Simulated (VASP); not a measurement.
Set up this calculation in VASP 6.6.1, as the native input.

| Quantity | Value |
| --- | --- |
| Task | single point |
| Functional | r2SCAN |
| Potentials or basis | VASP PAW PBE potentials, release 64 (Si) |
| Cutoff | 520 eV |
| k mesh | 8 × 8 × 8 |
| Occupations | fermi-dirac, width 0.05 eV |
| Spin | no spin polarisation |
| Dipole correction | no |
| Further INCAR settings | ALGO = Normal; EDIFF = 1e-07; NBANDS = 16 |

The system is Si.

```xyz
4
Lattice="-3.3254 3.3254 1.9224 3.3254 -3.3254 1.9224 3.3254 3.3254 -1.9224" Properties=species:S:1:pos:R:3 pbc="T T T"
Si   -2.1363    2.1363    1.9224
Si    2.1363   -2.1363    1.9224
Si    2.1363    2.1363    1.9224
Si    1.1892    1.1892    0.0000
```

One way to write it, as run:

POSCAR

```
Si
1.0
   -3.3254442900      3.3254442900      1.9223856600
    3.3254442900     -3.3254442900      1.9223856600
    3.3254442900      3.3254442900     -1.9223856600
Si
4
Direct
    0.8211989400      0.1788010600      0.0000000000
    0.1788010600      0.8211989400      0.0000000000
    0.8211989400      0.8211989400      0.6423978800
    0.1788010600      0.1788010600      0.3576021200
```

INCAR.step1

```
SYSTEM = Si
  PREC = Accurate
  ENCUT = 520
  ISMEAR = -1
  SIGMA = 0.05
  LREAL = .FALSE.
  LASPH = .TRUE.
  NELM = 100
  NBANDS = 16
  GGA = PE
  ALGO = Normal
  EDIFF = 1E-4
  LWAVE = .TRUE.
  LCHARG = .FALSE.
```

INCAR.step2

```
SYSTEM = Si
  PREC = Accurate
  ENCUT = 520
  EDIFF = 1E-7
  ISMEAR = -1
  SIGMA = 0.05
  LREAL = .FALSE.
  LASPH = .TRUE.
  NELM = 100
  ALGO = Normal
  ISIF = 2
  LWAVE = .FALSE.
  LCHARG = .FALSE.
  METAGGA = R2SCAN
  LMIXTAU = .TRUE.
  NBANDS = 16
  ISTART = 1
```

KPOINTS

```
Automatic mesh
0
G
  8 8 8
  0 0 0
```

Potentials or basis: VASP PAW PBE potentials, release 64 (Si).

Run with:

```bash
$ cat potpaw_PBE.64/Si/POTCAR > POTCAR
$ cp INCAR.step1 INCAR
$ mpirun -np 1 vasp_std > vasp.out
$ cp INCAR.step2 INCAR
$ mpirun -np 1 vasp_std > vasp.out
```

Results of the run:

```yaml
Pressure: -0.1 GPa
Band_gap_on_the_k_mesh: 0.46 eV (least direct gap 0.59 eV)
```

Caveat: the PAW data sets were made with another functional, which shifts forces and pressure a little.

Run time: 4.8 min on 1 thread of AMD EPYC 7R13 Processor (Zen 3), with other jobs on the host, peak memory 0.24 GiB.
